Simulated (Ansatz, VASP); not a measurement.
# Pt in VASP and in Ansatz

```
Pt
1.0
     0.00000    1.94743    1.94743
     1.94743    0.00000    1.94743
     1.94743    1.94743    0.00000
Pt
1
Direct
  0.00000 0.00000 0.00000
```

Alike in both runs: task single point; functional LDA; k mesh 14 × 14 × 14; no spin polarisation.

```csv
,VASP,Ansatz
version,VASP 6.6.1,Ansatz 0.2.0
potentials or method,"VASP PAW LDA potentials, release 64 (Pt), cutoff 520 eV","plane waves (420 eV) with PAW, scalar-relativistic"
occupations,"methfessel-paxton of order 1, width 0.2 eV","cold, width 0.2 eV"
valence electrons in the cell,10,18
```

VASP gave:

```
pressure (GPa) : 0.3
```

What did Ansatz give for the same quantities?

Pressure (GPa): -0.5.

Ansatz warns that its potentials were made for another functional, while VASP's fit it. LDA's correlation is that of Perdew and Zunger in VASP and of Perdew and Wang (1992) in Ansatz. VASP's potentials hold 10 valence electrons a cell and Ansatz's 18, so a difference there can come from the potentials and not from the codes.

Spin-orbit coupling is off throughout.
